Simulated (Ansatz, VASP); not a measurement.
## Ga: VASP beside Ansatz

Contents of INCAR:

```
PREC = Accurate
ENCUT = 520
EDIFF = 1E-6
ISMEAR = -1
SIGMA = 0.03
LREAL = False
LASPH = True
NELM = 80
ALGO = Normal
ISIF = 2
LWAVE = False
LCHARG = False
GGA = PE
NBANDS = 20
```

File KPOINTS:

```
Automatic mesh
0
Gamma
  14 14 11
```

File POSCAR:

```
Ga
1.0
    1.3595547928     -3.9582410506      0.0000000000
    1.3595547928      3.9582410506      0.0000000000
   -0.1154589374      0.0000000000      3.2734796031
Ga
2
Direct
    0.8690000000      0.1310000000      0.2500000000
    0.1310000000      0.8690000000      0.7500000000
```

Input for Ansatz:

```yaml
crystal:
  lattice:
    - [1.3595547928, -3.9582410506, 0.0]
    - [1.3595547928, 3.9582410506, 0.0]
    - [-0.1154589374, 0.0, 3.2734796031]
  atoms:
    - { symbol: Ga, position: [0.869, 0.131, 0.25] }
    - { symbol: Ga, position: [0.131, 0.869, 0.75] }
kpoints:
  mp_grid: { grid: [14, 14, 11] }
scf:
  occupations: { method: fermi_dirac, width: 0.03 }
hamiltonian:
  xc: pbe
  pseudopotentials: { kind: all_electron, lapw: { basis_error: 0.0005 } }
output:
  forces: true
  stress: true
  eigenvalues: true
```

Change from the starting cell: volume scaled by 0.95.

Alike in both runs: task single point; functional PBE; k mesh 14 × 14 × 11; occupations fermi-dirac, width 0.03 eV; no spin polarisation.

```csv
,VASP,Ansatz
version,VASP 6.6.1,Ansatz 0.2.0
potentials or method,"VASP PAW PBE potentials, release 64 (Ga_d), cutoff 520 eV","all-electron LAPW, scalar-relativistic"
```

Ansatz gave:

```
pressure (GPa)                                                : 5.2
traceless stress, the component that is largest in VASP (GPa) : -0.32
rms of the force components (eV/Å)                            : 0.122
```

Question: Which values does VASP return?

Answer: Pressure (GPa): 5.4; traceless stress, the component that is largest in VASP (GPa): -0.35; rms of the force components (eV/Å): 0.122.

Atom by atom the forces differ by 0.001 eV/Å (rms over components). Ansatz ran all-electron here, and VASP with PAW potentials.
